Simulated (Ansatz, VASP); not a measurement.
## SbPb in VASP and in Ansatz

```
Sb Pb
1.0
     0.00000    3.18539    2.94012
     3.18539    0.00000    2.94012
     3.18539    3.18539    0.00000
Sb Pb
1 1
Direct
  0.50000 0.50000 0.50000
  0.00000 0.00000 0.00000
```

Alike in both runs: task single point; functional LDA; k mesh 14 × 14 × 14; occupations gaussian, width 0.15 eV; no spin polarisation.

|  | VASP | Ansatz |
| --- | --- | --- |
| version | VASP 6.6.1 | Ansatz 0.2.0 |
| potentials or method | VASP PAW LDA potentials, release 64 (Sb, Pb_d), cutoff 520 eV | scalar-relativistic, plane waves, PAW |
| valence electrons in the cell | 19 | 29 |

```tsv
	VASP	Ansatz	Ansatz less VASP
gap on the k mesh at the Fermi level (eV)	none	none	-
pressure (GPa)	0.9	0.8	-0.07
traceless stress, the component that is largest in VASP (GPa)	6.60	6.55	-0.050
```

LDA's correlation is that of Perdew and Zunger in VASP and of Perdew and Wang (1992) in Ansatz. A gap of «none» marks a metal or a gap that the smearing closes. VASP's potentials hold 19 valence electrons a cell and Ansatz's 29, so a difference there can come from the potentials and not from the codes.

Spin-orbit coupling is off throughout.
